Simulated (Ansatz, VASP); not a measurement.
# C3N in VASP and in Ansatz

```
C N
1.0
     3.11495    0.00000    0.00000
     0.00000    3.11495    0.00000
     0.00000    0.00000    3.11495
C N
3 1
Direct
  0.00000 0.50000 0.50000
  0.50000 0.00000 0.50000
  0.50000 0.50000 0.00000
  0.00000 0.00000 0.00000
```

Change from the starting cell: species swapped into the Gd3Al type (Pm-3m, No. 221).

Alike in both runs: functional PBE; k mesh 6 × 6 × 6; occupations gaussian, width 0.1 eV; no spin polarisation.

Ansatz relaxed the structure, and its values are those at the end. VASP's run is a single point on that final structure, the one shown.

|  | VASP | Ansatz |
| --- | --- | --- |
| version | VASP 6.6.1 | Ansatz 0.2.0 |
| potentials or method | VASP PAW PBE potentials, release 64 (C, N), cutoff 520 eV | scalar-relativistic, plane waves, PAW |
| valence electrons in the cell | 17 | 17 |

Ansatz gave:

```
gap on the k mesh at the Fermi level (eV) : none
pressure (GPa)                            : 0.1
```

Task: Which values does VASP return?

Result: gap on the k mesh at the Fermi level (eV): none; pressure (GPa): 0.0.

A gap of «none» marks a metal or a gap that the smearing closes. With one functional, cell and mesh, what is left measures potentials, basis and numerics.
